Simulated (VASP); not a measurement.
Here is a VASP 6.6.1 calculation.

INCAR

```
ALGO     = Normal         # electronic algorithm
EDIFF    = 1E-6           # SCF threshold, eV
ENCUT    = 520            # plane-wave cutoff, eV
GGA      = PE             # functional
ISIF     = 2              # what is computed and relaxed
ISMEAR   = 0              # smearing method
LASPH    = T              # aspherical terms in the spheres
LCHARG   = T              # write CHGCAR
LELF     = T              # ELF
LREAL    = F              # projectors in reciprocal space
LVHAR    = T            
LWAVE    = F              # write WAVECAR
NBANDS   = 19             # bands
NELM     = 100            # most SCF steps
PREC     = Accurate       # precision mode
SIGMA    = 0.05           # smearing width, eV
```

The input KPOINTS:

```
k-points
0
Gamma
  8 8 8
```

Contents of POSCAR:

```
HfSi3
1.0
    3.9058175632     -0.0039135479     -0.0030177070
   -0.0039135479      3.9645387286      0.0083628329
   -0.0030177070      0.0083628329      3.9706974943
Hf Si
1 3
Direct
   -0.0072325386      0.0165623562      0.0024231876
    0.0046772844      0.5279502631      0.5166300707
    0.4913329799      0.4831464081      0.0032567760
    0.5112222744     -0.0276590275      0.4776899657
```

Potentials or basis: VASP PAW PBE potentials, release 64 (Hf_pv, Si).

The run is started by

```sh
$ cat potpaw_PBE.64/Hf_pv/POTCAR potpaw_PBE.64/Si/POTCAR > POTCAR
$ mpirun -np 1 vasp_std > vasp.out
```

Question: What does it give for the band gap on the k mesh?

Answer: Zero (bands 11 and 12 overlap by 1.88 eV).

Question: Predict the pressure.

Answer: 3.5 GPa.

Stress tensor (GPa, compression positive):
```
 4.63 -0.15 -0.54
-0.15  3.09 -0.08
-0.54 -0.08  2.69
```

Caveat: the cell differs from its parent crystal (atoms moved at random and the cell strained at random); the cell stands under pressure; spin-orbit coupling is left out, which moves the levels of the heavy elements.
